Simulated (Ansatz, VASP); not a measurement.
## Sc in VASP and in Ansatz

INCAR

```
SYSTEM = Sc
  PREC = Accurate
  ENCUT = 520
  EDIFF = 1E-6
  ISMEAR = -1
  SIGMA = 0.03
  LREAL = .False.
  LASPH = .True.
  NELM = 100
  ALGO = Normal
  ISIF = 2
  LWAVE = .False.
  LCHARG = .False.
  GGA = PS
  NBANDS = 12
```

File KPOINTS:

```
Automatic mesh
0
Gamma
  13 13 13
  0 0 0
```

File POSCAR:

```
Sc
1.0
    0.0000000000      2.3097180993      2.3097180993
    2.3097180993      0.0000000000      2.3097180993
    2.3097180993      2.3097180993      0.0000000000
Sc
1
Direct
    0.0000000000      0.0000000000      0.0000000000
```

Input for Ansatz:

```yaml
crystal:
  lattice:
    - [0.0, 2.3097180993, 2.3097180993]
    - [2.3097180993, 0.0, 2.3097180993]
    - [2.3097180993, 2.3097180993, 0.0]
  atoms:
    - { symbol: Sc, position: [0.0, 0.0, 0.0] }
kpoints:
  mp_grid: { grid: [13, 13, 13] }
  band_path:
    path:
      - [0.0, 0.0, 0.0]
      - [0.5, 0.0, 0.5]
      - [0.625, 0.25, 0.625]
      - [0.375, 0.375, 0.75]
      - [0.0, 0.0, 0.0]
      - [0.5, 0.5, 0.5]
      - [0.5, 0.25, 0.75]
      - [0.5, 0.0, 0.5]
    npoints: 5
scf:
  occupations: { method: fermi_dirac, width: 0.03 }
hamiltonian:
  xc: pbesol
  pseudopotentials: { kind: all_electron, lapw: { basis_error: 0.00025 } }
output:
  forces: true
  stress: true
  eigenvalues: true
```

Alike in both runs: task single point; functional PBEsol; k mesh 13 × 13 × 13; occupations fermi-dirac, width 0.03 eV; no spin polarisation.

|  | VASP | Ansatz |
| --- | --- | --- |
| version | VASP 6.6.1 | Ansatz 0.2.0 |
| potentials or method | VASP PAW PBE potentials, release 64 (Sc_sv), cutoff 520 eV | all-electron LAPW, scalar-relativistic |

```csv
,VASP,Ansatz,Ansatz less VASP
pressure (GPa),-2.2,-2.2,+0.01
```

VASP's potentials were made for PBE, not for PBEsol. Ansatz ran all-electron here, and VASP with PAW potentials.
